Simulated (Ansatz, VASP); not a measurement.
SnAs: VASP beside Ansatz

INCAR

```
ALGO = Normal ; EDIFF = 1E-7
EDIFFG = -0.002 ; ENCUT = 600
GGA = CA ; IBRION = 2
ISIF = 3 ; ISMEAR = -1
LASPH = T ; LCHARG = F
LREAL = F ; LWAVE = F
NELM = 60 ; NSW = 100
PREC = Accurate ; SIGMA = 0.08
```

File KPOINTS:

```
k-points
0
Gamma
  12 12 12
```

POSCAR

```
SnAs
1.0
    0.0000000000      2.8405000000      2.8405000000
    2.8405000000      0.0000000000      2.8405000000
    2.8405000000      2.8405000000      0.0000000000
Sn As
1 1
Direct
    0.0000000000      0.0000000000      0.0000000000
    0.5000000000      0.5000000000      0.5000000000
```

Input for Ansatz:

```yaml
crystal:
  lattice:
    - [0.0, 2.8405, 2.8405]
    - [2.8405, 0.0, 2.8405]
    - [2.8405, 2.8405, 0.0]
  atoms:
    - { symbol: Sn, position: [0.0, 0.0, 0.0] }
    - { symbol: As, position: [0.5, 0.5, 0.5] }
kpoints:
  mp_grid: { grid: [12, 12, 12] }
scf:
  occupations: { method: fermi_dirac, width: 0.08 }
hamiltonian:
  xc: lda
  pseudopotentials: { kind: paw }
relax:
  f_tol: 0.002
  max_steps: 80
  cell: {}
output:
  forces: true
  stress: true
  write_density: true
  write_potential: true
  elf: true
  volumetric_format: npy
```

Alike in both runs: task relaxation of cell and atoms; functional LDA; k mesh 12 × 12 × 12; occupations fermi-dirac, width 0.08 eV; no spin polarisation.

|  | VASP | Ansatz |
| --- | --- | --- |
| version | VASP 6.6.1 | Ansatz 0.2.0 |
| potentials or method | VASP PAW LDA potentials, release 64 (Sn_d, As) | PAW with Ansatz's default frozen-core files, scalar-relativistic |
| plane-wave cutoff (eV) | 600 | 420 |
| valence electrons in the cell | 19 | 29 |

```csv
,VASP,Ansatz,Ansatz less VASP
relaxed volume (Å³/atom),22.84,22.78,-0.064
relaxed cell length with the largest relative difference (Å),4.013,4.009,-0.0038
```

LDA's correlation is that of Perdew and Zunger in VASP and of Perdew and Wang (1992) in Ansatz. VASP's potentials hold 19 valence electrons a cell and Ansatz's 29, so a difference there can come from the potentials and not from the codes.
